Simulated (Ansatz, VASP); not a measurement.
Two plane-wave programs on Y2F

```
Y F
1.0
     5.30854    0.00000    0.00000
     0.00000    5.30854    0.00000
     0.00000    0.00000    5.30854
Y F
4 2
Cartesian
  3.9814 1.3271 1.3271
  3.9814 3.9814 3.9814
  1.3271 3.9814 1.3271
  1.3271 1.3271 3.9814
  0.0000 0.0000 0.0000
  2.6543 2.6543 2.6543
```

Alike in both runs: task relaxation of cell and atoms; functional PBE; k mesh 6 × 6 × 6; occupations gaussian, width 0.1 eV; no spin polarisation.

|  | VASP | Ansatz |
| --- | --- | --- |
| version | VASP 6.6.1 | Ansatz 0.2.0 |
| potentials or method | VASP PAW PBE potentials, release 64 (Y_sv, F), cutoff 600 eV | scalar-relativistic, plane waves, PAW |
| valence electrons in the cell | 58 | 58 |

|  | VASP | Ansatz | Ansatz less VASP |
| --- | --- | --- | --- |
| gap on the k mesh at the Fermi level, each at its own relaxed structure (eV) | none | none | - |
| relaxed volume (Å³/atom) | 24.85 | 24.93 | +0.081 |
| relaxed cell length with the largest relative difference (Å) | 5.303 | 5.309 | +0.0058 |

A gap of «none» marks a metal or a gap that the smearing closes.
